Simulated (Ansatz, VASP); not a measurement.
## One calculation of PtS2, two programs

```
Pt S
1.0
     3.45140    0.00000    0.00000
    -1.72570    2.98900    0.00000
     0.00000    0.00000    6.82150
Pt S
1 2
Cartesian
  0.0000 0.0000 0.0000
  0.0000 1.9927 1.2999
  1.7257 0.9963 5.5216
```

Alike in both runs: functional PBE; k mesh 9 × 9 × 4; occupations gaussian, width 0.05 eV; no spin polarisation.

Ansatz relaxed the structure, and its values are those at the end. VASP's run is a single point on that final structure, the one shown.

```csv
,VASP,Ansatz
version,VASP 6.6.1,Ansatz 0.2.0
potentials or method,"VASP PAW PBE potentials, release 64 (Pt_sv_GW, S), cutoff 570 eV","scalar-relativistic, plane waves, PAW"
valence electrons in the cell,30,30
```

VASP gave:

- gap on the k mesh at the Fermi level (eV): 1.64
- least direct gap on the mesh (eV): 1.75
- pressure (GPa): 3.5
- rms of the force components (eV/Å): 0.013

Q: Estimate Ansatz's values.

A: gap on the k mesh at the Fermi level (eV): 1.64; least direct gap on the mesh (eV): 1.75; pressure (GPa): 4.1; rms of the force components (eV/Å): 0.000.

Ansatz's warnings: stress scf threshold loose.

Spin-orbit coupling is off throughout.
